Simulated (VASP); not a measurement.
The system is La.

```
CELL_PARAMETERS angstrom
-2.12383 2.12383 2.12383
2.12383 -2.12383 2.12383
2.12383 2.12383 -2.12383
ATOMIC_POSITIONS crystal
La 0.00000 0.00000 0.00000
```

Base run:

- Program: VASP 6.6.1
- Functional: PBEsol
- Potentials or basis: VASP PAW PBE potentials, release 64 (La)
- Cutoff: 520 eV
- k mesh: 9 × 9 × 9
- Occupations: gaussian, width 0.05 eV
- Spin: no spin polarisation

Its results: pressure -2.6 GPa.

Q: The run is repeated on the same cell with these changes: functional from PBEsol to RPBE; occupations from gaussian, width 0.05 eV to gaussian, width 0.1 eV. What comes out?

A: Pressure 0.7 GPa.

Caveats: the PAW data sets were made with another functional, which shifts forces and pressure a little.
